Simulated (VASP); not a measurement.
Input of a VASP 6.6.1 run:

INCAR

```
  ALGO = Normal
  EDIFF = 1E-6
  ENCUT = 520
  GGA = PS
  ISIF = 2
  ISMEAR = -1
  LASPH = True
  LCHARG = True
  LELF = True
  LREAL = False
  LVHAR = True
  LWAVE = False
  NBANDS = 18
  NELM = 100
  PREC = Accurate
  SIGMA = 0.1
```

KPOINTS

```
k-points
0
Gamma
  15 15 8
```

Contents of POSCAR:

```
Sc
1.0
    2.3838948037      0.0000000000      0.0000000000
   -1.1919474018      2.0645134600      0.0000000000
    0.0000000000      0.0000000000      4.1458007081
Sc
2
Direct
    0.3333333333      0.6666666667      0.2500000000
    0.6666666667      0.3333333333      0.7500000000
```

Potentials or basis: VASP PAW PBE potentials, release 64 (Sc_sv).

Launch:

```sh
$ cat potpaw_PBE.64/Sc_sv/POTCAR > POTCAR
$ mpirun -np 1 vasp_std > vasp.out
```

Task: Estimate the pressure.

Result: 149.1 GPa.

Task: Predict the band gap on the k mesh.

Result: Zero (band 11 reaches 11.89 eV, above the bottom of band 12 at 9.05 eV).

Stress tensor (GPa, compression positive):
```
149.34   0.00   0.00
  0.00 149.34   0.00
  0.00   0.00 148.60
```

Caveat: the PAW data sets were made with another functional, which shifts forces and pressure a little.
